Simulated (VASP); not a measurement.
# Si4Ru (F-43m) in VASP: notebook

Si4Ru is run at these levels: PBE; tasks: single point, relaxation of cell and atoms.

Program: VASP 6.6.1. These are calculated values, not measurements. Logs are shortened: lines on timing, memory, paths and dates and some standing lists are left out, and cuts for length are marked.

### Step 1. The cell of the first run

It takes space group F-43m (No. 216, cubic). Conventional cell: a = 6.834 Å, b = 6.834 Å, c = 6.834 Å, α = 90.00°, β = 90.00°, γ = 90.00°. Si (site symmetry 3m) has 6 Si at 2.41 to 2.43 Å and 3 Ru at 2.83 Å within 3.2 Å. Ru (site symmetry -43m) has 12 Si at 2.83 Å within 3.7 Å.

The cell was generated, and may not be a known phase.

### Step 2. Single point, PBE

Contents of INCAR:

```
PREC     = Accurate       # precision mode
ENCUT    = 520            # plane-wave cutoff, eV
EDIFF    = 1E-6           # SCF threshold, eV
ISMEAR   = 0              # smearing method
SIGMA    = 0.1            # smearing width, eV
LREAL    = False          # projectors in reciprocal space
LASPH    = True           # aspherical terms in the spheres
NELM     = 60             # most SCF steps
ALGO     = Normal         # electronic algorithm
ISIF     = 2              # what is computed and relaxed
LWAVE    = False          # write WAVECAR
LCHARG   = True           # write CHGCAR
GGA      = PE             # functional
LELF     = True           # ELF
LVHAR    = True         
NBANDS   = 23             # bands
```

Contents of KPOINTS:

```
regular mesh
0
Gamma
  4 4 4
```

Contents of POSCAR:

```
Si4Ru
1.0
    0.0000000000      3.4171255651      3.4171255651
    3.4171255651      0.0000000000      3.4171255651
    3.4171255651      3.4171255651      0.0000000000
Si Ru
4 1
Direct
    0.1244683365      0.1244683365      0.1244683365
    0.1244683365      0.1244683365      0.6265949904
    0.1244683365      0.6265949904      0.1244683365
    0.6265949904      0.1244683365      0.1244683365
    0.5000000000      0.5000000000      0.5000000000
```

Potentials or basis: VASP PAW PBE potentials, release 64 (Si, Ru_pv).

Started as:

```sh
$ cat potpaw_PBE.64/Si/POTCAR potpaw_PBE.64/Ru_pv/POTCAR > POTCAR
$ mpirun -np 1 vasp_std > vasp.out
```

OUTCAR:

```text
PREC = Accurate
   ENCUT = 520
   EDIFF = 1E-6
   ISMEAR = 0
   LREAL = False
   LASPH = True
   NELM = 60
   ISIF = 2
   GGA = PE

 ion  position               nearest neighbor table
   1  0.124  0.124  0.124-   2 2.41   3 2.41   4 2.41   4 2.43   3 2.43   2 2.43   5 2.83   5 2.83
                             5 2.83
   2  0.124  0.124  0.627-   1 2.41   3 2.41   4 2.41   3 2.43   4 2.43   1 2.43   5 2.83   5 2.83
                             5 2.83
   3  0.124  0.627  0.124-   1 2.41   2 2.41   4 2.41   4 2.43   2 2.43   1 2.43   5 2.83   5 2.83
                             5 2.83
   4  0.627  0.124  0.124-   1 2.41   2 2.41   3 2.41   3 2.43   2 2.43   1 2.43   5 2.83   5 2.83
                             5 2.83
   5  0.500  0.500  0.500-   2 2.83   3 2.83   2 2.83   4 2.83   3 2.83   4 2.83   1 2.83   1 2.83
                             1 2.83   2 2.83   3 2.83   4 2.83

  LATTYP: Found a face centered cubic cell.
 ALAT       =     6.8342511302

  Lattice vectors:

 A1 = (   0.0000000000,   3.4171255651,   3.4171255651)
 A2 = (   3.4171255651,   0.0000000000,   3.4171255651)
 A3 = (   3.4171255651,   3.4171255651,   0.0000000000)

Analysis of symmetry for initial positions (statically):
=====================================================================
 Subroutine PRICEL returns:
 Original cell was already a primitive cell.

 Routine SETGRP: Setting up the symmetry group for a
 face centered cubic supercell.

 Subroutine GETGRP returns: Found 24 space group operations
 (whereof 24 operations were pure point group operations)
 out of a pool of 48 trial point group operations.

The static configuration has the point symmetry T_d .

Analysis of symmetry for dynamics (positions and initial velocities):
=====================================================================
 Subroutine PRICEL returns:
 Original cell was already a primitive cell.

 Routine SETGRP: Setting up the symmetry group for a
 face centered cubic supercell.

 Subroutine GETGRP returns: Found 24 space group operations
 (whereof 24 operations were pure point group operations)
 out of a pool of 48 trial point group operations.

The dynamic configuration has the point symmetry T_d .

 Subroutine INISYM returns: Found 24 space group operations
 (whereof 24 operations are pure point group operations),
 and found     1 'primitive' translations

----------------------------------------------------------------------------------------

                                     Primitive cell

  volume of cell :      79.8018

  direct lattice vectors                    reciprocal lattice vectors
     0.000000000  3.417125565  3.417125565    -0.146321811  0.146321811  0.146321811
     3.417125565  0.000000000  3.417125565     0.146321811 -0.146321811  0.146321811
     3.417125565  3.417125565  0.000000000     0.146321811  0.146321811 -0.146321811

  length of vectors
     4.832545318  4.832545318  4.832545318     0.253436810  0.253436810  0.253436810

  position of ions in fractional coordinates (direct lattice)
     0.124468337  0.124468337  0.124468337
     0.124468337  0.124468337  0.626594990
     0.124468337  0.626594990  0.124468337
     0.626594990  0.124468337  0.124468337
     0.500000000  0.500000000  0.500000000

  ion indices of the primitive-cell ions
   primitive index   ion index
                 1           1
                 2           2
                 3           3
                 4           4
                 5           5

----------------------------------------------------------------------------------------

 KPOINTS: regular mesh

Automatic generation of k-mesh.
 Grid dimensions read from file:
 generate k-points for:    4    4    4

 Generating k-lattice:

  Cartesian coordinates                     Fractional coordinates (reciprocal lattice)
    -0.036580453  0.036580453  0.036580453     0.250000000  0.000000000  0.000000000
     0.036580453 -0.036580453  0.036580453     0.000000000  0.250000000  0.000000000
     0.036580453  0.036580453 -0.036580453     0.000000000  0.000000000  0.250000000

  Length of vectors
     0.063359203  0.063359203  0.063359203

  Shift w.r.t. Gamma in fractional coordinates (k-lattice)
     0.000000000  0.000000000  0.000000000

 Subroutine IBZKPT returns following result:
 ===========================================

 Found      8 irreducible k-points:

 Following reciprocal coordinates:
            Coordinates               Weight
  0.000000  0.000000  0.000000      1.000000
  0.250000  0.000000  0.000000      8.000000
  0.500000  0.000000  0.000000      4.000000
  0.250000  0.250000  0.000000      6.000000
  0.500000  0.250000  0.000000     24.000000
 -0.250000  0.250000  0.000000     12.000000
  0.500000  0.500000  0.000000      3.000000
 -0.250000  0.500000  0.250000      6.000000
   k-points           NKPTS =      8   k-points in BZ     NKDIM =      8   number of bands    NBANDS=     23
   number of dos      NEDOS =    301   number of ions     NIONS =      5
   total plane-waves  NPLWV =  46656
   dimension x,y,z NGX =    36 NGY =   36 NGZ =   36
   dimension x,y,z NGXF=    72 NGYF=   72 NGZF=   72
   ions per type =               4   1
   NGX,Y,Z   is equivalent  to a cutoff of  12.38, 12.38, 12.38 a.u.
   NGXF,Y,Z  is equivalent  to a cutoff of  24.77, 24.77, 24.77 a.u.
 SYSTEM =  unknown system
   PREC   = accura    normal or accurate (medium, high low for compatibility)
   ISTART =      0    job   : 0-new  1-cont  2-samecut
   ICHARG =      2    charge: 1-file 2-atom 10-const
   ISPIN  =      1    spin polarized calculation?
   LNONCOLLINEAR =      F non collinear calculations
   LSORBIT =      F    spin-orbit coupling
   LASPH  =      T    aspherical Exc in radial PAW
   ENCUT  =  520.0 eV  38.22 Ry    6.18 a.u.   8.99  8.99  8.99*2*pi/ulx,y,z
   NELM   =     60;   NELMIN=  2; NELMDL= -5     # of ELM steps
   EDIFF  = 0.1E-05   stopping-criterion for ELM
   LREAL  =      F    real-space projection
   EDIFFG = 0.1E-04   stopping-criterion for IOM
   NSW    =      0    number of steps for IOM
   IBRION =     -1    ionic relax: 0-MD 1-quasi-New 2-CG
   NFREE  =      0    steps in history (QN), initial steepest desc. (CG)
   ISIF   =      2    stress and relaxation
   ISYM   =      2    0-nonsym 1-usesym 2-fastsym
   POTIM  = 0.5000    time-step for ionic-motion
   TEBEG  =    0.0;   TEEND  =   0.0 temperature during run
   PSTRESS=    0.0 pullay stress
   NELECT =      30.0000    total number of electrons
   NUPDOWN=      -1.0000    fix difference up-down
   EMIN   =  10.00;   EMAX   =-10.00  energy-range for DOS
   EFERMI =   0.00;   METHOD = LEGACY
   ISMEAR =     0;   SIGMA  =   0.10  broadening in eV -4-tet -1-fermi 0-gaus
   EFERMI_NEDOS =   21; number of points for ismear=-14 and -15
   IALGO  =     38    algorithm
   IMIX   =      4    mixing-type and parameters
     AMIX     =   0.40;   BMIX     =  1.00
     AMIX_MAG =   1.60;   BMIX_MAG =  1.00
  volume/ion in A,a.u.               =      15.96       107.71
  Fermi-wavevector in a.u.,A,eV,Ry     =   1.181529  2.232766 18.993873  1.396010
  Thomas-Fermi vector in A             =   2.317800
   LORBIT       =      0    0 simple, 1 ext, 2 COOP (PROOUT), +10 PAW based schemes
   GGA     = PE    functional components
   LHFCALC =     F    Hartree Fock is set to
   AEXX    =    0.0000 exact exchange contribution
   IVDW    =     0    specifies the selected vdW correction
   LEPSILON=     F    determine dielectric tensor
   LRPA    =     F    only Hartree local field effects (RPA)
 non-spin polarized calculation
 Gauss-broadening in eV      SIGMA  =   0.10
  energy-cutoff  :      520.00
  volume of cell :       79.80
 maximum number of plane-waves:      2180
   NGX = 17   NGY = 17   NGZ = 17

 number of electron      30.0000004 magnetization

 Free energy of the ion-electron system (eV)
  ---------------------------------------------------
  ext. energy  EPLUGINS =         0.00000000
  ---------------------------------------------------
  free energy    TOTEN  =       -28.28120914 eV

  energy without entropy =      -28.26036920  energy(sigma->0) =      -28.27078917

 E-fermi :   9.1172     XC(G=0): -10.9394

 val. band max:        9.0837956953   @ k =   0.5000   0.2500   0.0000
 cond. band min:       9.3103564522   @ k =  -0.2500   0.5000   0.2500
 fundamental gap:      0.2265607569
 Fermi energy:         9.1171825218

 k-point     1 :       0.0000    0.0000    0.0000
  band No.  band energies     occupation
      1     -33.4163      2.00000
      2     -33.4163      2.00000
      3     -33.4163      2.00000
      4      -5.0864      2.00000
      5       1.1112      2.00000
      6       3.4042      2.00000
[... 15 lines left out ...]
     22      11.9654      0.00000
     23      17.1365      0.00000

 k-point     2 :       0.2500    0.0000    0.0000
  band No.  band energies     occupation
      1     -33.4169      2.00000
      2     -33.4164      2.00000
      3     -33.4164      2.00000
      4      -4.6280      2.00000
      5      -0.3715      2.00000
      6       2.7268      2.00000
[... 15 lines left out ...]
     22      13.7625      0.00000
     23      15.2446      0.00000

 k-point     3 :       0.5000    0.0000    0.0000
  band No.  band energies     occupation
      1     -33.4174      2.00000
      2     -33.4164      2.00000
      3     -33.4164      2.00000
      4      -3.8496      2.00000
      5      -1.8331      2.00000
      6       2.4026      2.00000
[... 15 lines left out ...]
     22      12.7632      0.00000
     23      15.6491      0.00000

 k-point     4 :       0.2500    0.2500    0.0000
  band No.  band energies     occupation
      1     -33.4168      2.00000
      2     -33.4165      2.00000
      3     -33.4165      2.00000
      4      -4.4664      2.00000
      5      -0.6164      2.00000
      6       2.3086      2.00000
[... 15 lines left out ...]
     22      14.2310      0.00000
     23      14.3535      0.00000

 k-point     5 :       0.5000    0.2500    0.0000
  band No.  band energies     occupation
      1     -33.4172      2.00000
      2     -33.4167      2.00000
      3     -33.4166      2.00000
      4      -3.6056      2.00000
      5      -1.9374      2.00000
      6       1.1714      2.00000
[... 15 lines left out ...]
     22      14.8983      0.00000
     23      15.3220      0.00000

 k-point     6 :      -0.2500    0.2500    0.0000
  band No.  band energies     occupation
      1     -33.4171      2.00000
      2     -33.4168      2.00000
      3     -33.4164      2.00000
      4      -3.9522      2.00000
      5      -1.4634      2.00000
      6       1.1066      2.00000
[... 15 lines left out ...]
     22      13.8925      0.00000
     23      15.6115      0.00000

 k-point     7 :       0.5000    0.5000    0.0000
  band No.  band energies     occupation
      1     -33.4174      2.00000
      2     -33.4167      2.00000
      3     -33.4167      2.00000
      4      -2.8507      2.00000
      5      -2.8056      2.00000
      6       1.8172      2.00000
[... 15 lines left out ...]
     22      13.1433      0.00000
     23      15.8473      0.00000

 k-point     8 :      -0.2500    0.5000    0.2500
  band No.  band energies     occupation
      1     -33.4171      2.00000
      2     -33.4169      2.00000
      3     -33.4167      2.00000
      4      -2.8361      2.00000
      5      -2.7215      2.00000
      6       0.9893      2.00000
[... 15 lines left out ...]
     22      15.2851      0.00000
     23      15.4847      0.00000

------------------------ aborting loop because EDIFF is reached ----------------------------------------

  FORCE on cell =-STRESS in cart. coord.  units (eV):
  Direction    XX          YY          ZZ          XY          YZ          ZX
  --------------------------------------------------------------------------------------
  -------------------------------------------------------------------------------------
  Total       -0.2454834     -0.2454834     -0.2454834     -0.0000000     -0.0000000      0.0000000
  in kB       -4.9285580     -4.9285580     -4.9285580     -0.0000000     -0.0000000      0.0000000
  external PRESSURE =      -4.9285580 kB  Pullay stress =       0.0000000 kB

 VOLUME and BASIS-vectors are now :
 -----------------------------------------------------------------------------
  energy-cutoff  :      520.00
  volume of cell :       79.80
      direct lattice vectors                 reciprocal lattice vectors
     0.000000000  3.417125565  3.417125565    -0.146321811  0.146321811  0.146321811
     3.417125565  0.000000000  3.417125565     0.146321811 -0.146321811  0.146321811
     3.417125565  3.417125565  0.000000000     0.146321811  0.146321811 -0.146321811

 POSITION                                       TOTAL-FORCE (eV/Angst)
 -----------------------------------------------------------------------------------
      0.85065      0.85065      0.85065        -0.024198     -0.024198     -0.024198
      2.56648      2.56648      0.85065         0.024198      0.024198     -0.024198
      2.56648      0.85065      2.56648         0.024198     -0.024198      0.024198
      0.85065      2.56648      2.56648        -0.024198      0.024198      0.024198
      3.41713      3.41713      3.41713        -0.000000      0.000000      0.000000
 -----------------------------------------------------------------------------------
    total drift:                                0.000000      0.000000      0.000000

  FREE ENERGIE OF THE ION-ELECTRON SYSTEM (eV)
  ---------------------------------------------------
  free  energy   TOTEN  =       -28.2812091365 eV

  energy  without entropy=      -28.2603691987  energy(sigma->0) =      -28.27078917
```

Run time: 24 s. Hardware: 1 thread of Intel Xeon 8259CL, shared host; peak memory 0.2 GiB.

What came out:

| Item | Value |
| --- | --- |
| Free energy | -28.2812 eV |
| Pressure | -0.5 GPa |
| Largest force | 0.042 eV/Å |
| Band gap on the k mesh | zero (bands 15 and 16 overlap by 1.20 eV) |

Forces in eV/Å, atoms in the order of the input:
```
Si  -0.024 -0.024 -0.024
Si   0.024  0.024 -0.024
Si   0.024 -0.024  0.024
Si  -0.024  0.024  0.024
Ru   0.000  0.000  0.000
```

Caveat: the k points lie up to 0.40 Å⁻¹ apart, too coarse for converged energies and pressures of a metal.

### Step 3. Single point, PBE

This run uses another cell than the first one, of 17.02 Å³/atom.

Contents of INCAR:

```
PREC = Accurate
ENCUT = 520
EDIFF = 1E-6
ISMEAR = 0
SIGMA = 0.1
LREAL = False
LASPH = True
NELM = 80
ALGO = Normal
ISIF = 2
LWAVE = False
LCHARG = False
GGA = PE
NBANDS = 23
```

Contents of KPOINTS:

```
Automatic mesh
0
Gamma
  4 4 4
```

Contents of POSCAR:

```
Si4Ru
1.0
    0.0000000000      3.4912588900      3.4912588900
    3.4912588900      0.0000000000      3.4912588900
    3.4912588900      3.4912588900      0.0000000000
Si Ru
4 1
Direct
    0.1133289700      0.1133289700      0.1133289700
    0.1133289700      0.1133289700      0.6600130800
    0.1133289700      0.6600130800      0.1133289700
    0.6600130800      0.1133289700      0.1133289700
    0.5000000000      0.5000000000      0.5000000000
```

Potentials or basis: VASP PAW PBE potentials, release 64 (Si, Ru_pv).

Started as:

```sh
$ cat potpaw_PBE.64/Si/POTCAR potpaw_PBE.64/Ru_pv/POTCAR > POTCAR
$ mpirun -np 1 vasp_std > vasp.out
```

Run time: 29 s. Hardware: 1 thread of Intel Xeon 8259CL, shared host; peak memory 0.24 GiB.

Results (log left out):

| Quantity | Value |
| --- | --- |
| Free energy | -26.9751 eV |
| Pressure | -1.3 GPa |
| Largest force | 4.647 eV/Å |
| Band gap on the k mesh | zero (bands 15 and 16 overlap by 0.87 eV) |

Forces on the atoms (eV/Å):
```
Si   2.683  2.683  2.683
Si  -2.683 -2.683  2.683
Si  -2.683  2.683 -2.683
Si   2.683 -2.683 -2.683
Ru   0.000  0.000  0.000
```

Levels at points of the mesh, in eV from the Fermi level:
```
           k point  band 12  band 13  band 14  band 15  band 16  band 17  band 18  band 19
(0.00, 0.00, 0.00)    -3.54    -3.54    -0.09     0.59     0.59     0.59     2.12     2.12
(0.50, 0.00, 0.00)    -1.68    -1.57    -0.32    -0.32    -0.04     0.91     0.91     1.88
(0.50, 0.50, 0.00)    -1.70    -1.70    -0.54     0.75     0.75     2.10     2.17     2.84
```

Caveat: the k points lie up to 0.39 Å⁻¹ apart, too coarse for converged energies and pressures of a metal; forces of over 1 eV/Å act on the atoms, so gaps and moduli don't describe the material at rest.

### Step 4. Relaxation of cell and atoms, PBE

This run uses another cell than the first one, of 17.02 Å³/atom.

Contents of INCAR:

```
SYSTEM = Si4Ru
PREC     = Accurate       ! precision mode
ENCUT    = 600            ! plane-wave cutoff, eV
EDIFF    = 1E-6           ! SCF threshold, eV
ISMEAR   = 0              ! smearing method
SIGMA    = 0.1            ! smearing width, eV
LREAL    = .False.        ! projectors in reciprocal space
LASPH    = .True.         ! aspherical terms in the spheres
NELM     = 80             ! most SCF steps
ALGO     = Normal         ! electronic algorithm
ISIF     = 3              ! what is computed and relaxed
LWAVE    = .False.        ! write WAVECAR
LCHARG   = .False.        ! write CHGCAR
GGA      = PE             ! functional
IBRION   = 2              ! ionic algorithm
NSW      = 90             ! ionic steps
EDIFFG   = -0.04          ! ionic threshold
```

Contents of KPOINTS:

```
Automatic mesh
0
Gamma
  4 4 4
  0 0 0
```

POSCAR is that of step 3.

Started as:

```sh
$ cat potpaw_PBE.64/Si/POTCAR potpaw_PBE.64/Ru_pv/POTCAR > POTCAR
$ mpirun -np 1 vasp_std > vasp.out
```

It took 2.4 min on 1 thread of Intel Xeon 8259CL, shared host; peak memory 0.25 GiB.

Results (log left out):

```yaml
Free_energy: -28.2836 eV
Relaxed_volume: 15.89 Å³/atom
Relaxed_cell: a = 4.825 Å, b = 4.825 Å, c = 4.825 Å, α = 60.00°, β = 60.00°, γ = 60.00°
Space_group_after_relaxing_to_0.1_Å: F-43m (No. 216)
Energy_gained_by_relaxing: 261.6 meV/atom
Ionic_steps: 8
Pressure_after_relaxing: 0.0 GPa
Band_gap_on_the_k_mesh: zero (bands 15 and 16 overlap by 1.19 eV)
```

The path:
```tsv
step	energy change (eV)	largest force (eV/Å)	pressure (GPa)	volume (Å³)
1	0.0000	4.6477	-1.32	85.11
2	-0.7253	2.9903	-1.52	83.40
3	-1.2227	0.0006	-5.57	84.07
4	-1.2229	0.0868	-5.54	84.05
5	-1.2771	0.5546	3.06	77.60
6	-1.3006	0.3654	-0.35	79.76
7	-1.3061	0.1941	0.22	79.28
8	-1.3082	0.0015	0.02	79.44
```

Final structure:
```
Si Ru
1.0
     0.00000    3.41201    3.41201
     3.41201    0.00000    3.41201
     3.41201    3.41201    0.00000
Si Ru
4 1
Cartesian
  0.8487 0.8487 0.8487
  2.5633 2.5633 0.8487
  2.5633 0.8487 2.5633
  0.8487 2.5633 2.5633
  3.4120 3.4120 3.4120
```

Levels at points of the mesh, in eV from the Fermi level:
| k point | band 12 | band 13 | band 14 | band 15 | band 16 | band 17 | band 18 | band 19 |
| --- | --- | --- | --- | --- | --- | --- | --- | --- |
| (0.00, 0.00, 0.00) | -3.99 | -3.99 | -0.70 | 0.31 | 0.31 | 0.31 | 2.09 | 2.10 |
| (0.50, 0.00, 0.00) | -2.10 | -1.97 | -0.20 | -0.20 | -0.11 | 1.32 | 1.32 | 2.01 |
| (0.50, 0.50, 0.00) | -2.23 | -2.22 | -1.13 | 0.84 | 0.84 | 1.16 | 2.52 | 2.53 |

Caveat: the k points lie up to 0.40 Å⁻¹ apart in the final cell, too coarse for converged energies and pressures of a metal.

(Part 1 of 2 ends here.)

The gap in the log of VASP goes by the Fermi energy; the results here count the filled bands.